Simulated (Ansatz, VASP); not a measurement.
One calculation of BeS, two programs

```
CELL_PARAMETERS angstrom
2.42205 2.42205 0.00000
-2.42205 2.42205 0.00000
0.00000 2.42205 2.44315
ATOMIC_POSITIONS crystal
Be 0.00000 0.00000 0.00000
S 0.75000 0.25000 0.50000
```

Change from the starting cell: film at in-plane strain -0.005.

Alike in both runs: task single point; functional r2SCAN; k mesh 8 × 8 × 8; no spin polarisation.

|  | VASP | Ansatz |
| --- | --- | --- |
| version | VASP 6.6.1 | Ansatz 0.2.0 |
| potentials or method | VASP PAW PBE potentials, release 64 (Be, S) | PAW with Ansatz's default frozen-core files, scalar-relativistic |
| plane-wave cutoff (eV) | 520 | 500 |
| occupations | gaussian, width 0.01 eV | fixed |
| valence electrons in the cell | 8 | 8 |

VASP gave:

```
gap on the k mesh at the Fermi level (eV)                     : 3.54
pressure (GPa)                                                : 0.9
traceless stress, the component that is largest in VASP (GPa) : -0.59
```

Question: Estimate Ansatz's values.

Answer: gap on the k mesh at the Fermi level (eV): 3.54; pressure (GPa): 0.6; traceless stress, the component that is largest in VASP (GPa): -0.60.

VASP's potentials were made for PBE, not for r2SCAN.
